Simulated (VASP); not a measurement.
Wanted: the native input for a VASP 6.6.1 run.

```
Task                   : single point
Functional             : PBE
Potentials or basis    : VASP PAW PBE potentials, release 64 (Mo_sv)
Cutoff                 : 520 eV
k mesh                 : 22 × 22 × 22
Occupations            : gaussian, width 0.15 eV
Spin                   : no spin polarisation
Dipole correction      : no
Further INCAR settings : ALGO = Fast; EDIFF = 1e-06; NBANDS = 13
```

The structure of Mo lies in POSCAR:

```
Mo
1.0
   -1.4531750000      1.5710000000      1.5710000000
    1.4531750000     -1.5710000000      1.5710000000
    1.4531750000      1.5710000000     -1.5710000000
Mo
1
Direct
    0.0000000000      0.0000000000      0.0000000000
```

This cell differs from its parent crystal: strain -0.0750 x Voigt [1, 0, 0, 0, 0, 0].

One way to write it, as run:

INCAR

```
PREC = Accurate ; ENCUT = 520
EDIFF = 1E-6 ; ISMEAR = 0
SIGMA = 0.15 ; LREAL = F
LASPH = T ; NELM = 100
ALGO = Fast ; ISIF = 2
LWAVE = F ; LCHARG = F
GGA = PE ; NBANDS = 13
```

KPOINTS

```
Automatic mesh
0
Gamma
  22 22 22
```

Potentials or basis: VASP PAW PBE potentials, release 64 (Mo_sv).

Run with:

```console
$ cat potpaw_PBE.64/Mo_sv/POTCAR > POTCAR
$ mpirun -np 1 vasp_std > vasp.out
```

It gave:

```yaml
Pressure: 32.0 GPa
Band_gap_on_the_k_mesh: zero (bands 7 and 8 overlap by 5.80 eV)
```

Caveat: the cell differs from its parent crystal (strain -0.0750 x Voigt [1, 0, 0, 0, 0, 0]); the stress differs along the axes, from 23 to 51 GPa.

Wall time 3 min on 1 thread of Intel Xeon 8259CL (shared host), peak memory 0.25 GiB.
